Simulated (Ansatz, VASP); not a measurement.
**Two plane-wave programs on SiC**

The input POSCAR:

```
SiC
1.0
    0.0000000000      2.1413900000      2.1087800000
    2.1413900000      0.0000000000      2.1087800000
    2.1413900000      2.1413900000      0.0000000000
Si C
1 1
Direct
    0.0000000000      0.0000000000      0.0000000000
    0.7500000000      0.7500000000      0.7500000000
```

INCAR.step1

```
SYSTEM = SiC
ALGO     = Normal         ! electronic algorithm
EDIFF    = 1E-5           ! SCF threshold, eV
ENCUT    = 660            ! plane-wave cutoff, eV
GGA      = PE             ! functional
GGA_COMPAT= .False.      
ISMEAR   = 0              ! smearing method
LASPH    = .True.         ! aspherical terms in the spheres
LCHARG   = .False.        ! write CHGCAR
LREAL    = .False.        ! projectors in reciprocal space
LWAVE    = .True.         ! write WAVECAR
NBANDS   = 11             ! bands
NELM     = 120            ! most SCF steps
PREC     = Accurate       ! precision mode
SIGMA    = 0.05           ! smearing width, eV
```

Contents of INCAR.step2:

```
SYSTEM = SiC
ALGO     = Normal         ! electronic algorithm
EDIFF    = 1E-6           ! SCF threshold, eV
ENCUT    = 660            ! plane-wave cutoff, eV
GGA_COMPAT= .False.      
ISIF     = 2              ! what is computed and relaxed
ISMEAR   = 0              ! smearing method
ISTART   = 1            
LASPH    = .True.         ! aspherical terms in the spheres
LCHARG   = .False.        ! write CHGCAR
LMIXTAU  = .True.       
LREAL    = .False.        ! projectors in reciprocal space
LWAVE    = .False.        ! write WAVECAR
METAGGA  = R2SCAN         ! meta-GGA
NBANDS   = 11             ! bands
NELM     = 120            ! most SCF steps
PREC     = Accurate       ! precision mode
SIGMA    = 0.05           ! smearing width, eV
```

Contents of KPOINTS:

```
k-points
0
Gamma
  12 12 12
  0 0 0
```

Input for Ansatz:

```yaml
crystal:
  lattice:
    - [0.0, 2.14139, 2.10878]
    - [2.14139, 0.0, 2.10878]
    - [2.14139, 2.14139, 0.0]
  atoms:
    - { symbol: Si, position: [0.0, 0.0, 0.0] }
    - { symbol: C, position: [0.75, 0.75, 0.75] }
basis:
  ecutwfc: 500
kpoints:
  mp_grid: { grid: [12, 12, 12] }
hamiltonian:
  xc: r2scan
scf:
  occupations: { method: gaussian, width: 0.05 }
output:
  forces: true
  stress: true
  eigenvalues: true
```

Change from the starting cell: strain -0.015 along x and y, -0.030 along z, atoms carried along.

Alike in both runs: task single point; functional r2SCAN; k mesh 12 × 12 × 12; occupations gaussian, width 0.05 eV; no spin polarisation.

```csv
,VASP,Ansatz
version,VASP 6.6.1,Ansatz 0.2.0
potentials or method,"VASP PAW PBE potentials, release 64 (Si, C), cutoff 660 eV","scalar-relativistic, plane waves, PAW"
valence electrons in the cell,8,8
```

|  | VASP | Ansatz | Ansatz less VASP |
| --- | --- | --- | --- |
| gap on the k mesh at the Fermi level (eV) | 1.51 | 1.49 | -0.014 |
| least direct gap on the mesh (eV) | 5.12 | 5.11 | -0.015 |
| pressure (GPa) | 16.7 | 17.1 | +0.48 |
| traceless stress, the component that is largest in VASP (GPa) | 2.80 | 2.79 | -0.017 |

VASP's potentials were made for PBE, not for r2SCAN. The functional is the same, so the differences come from potentials, cutoffs and numerics.
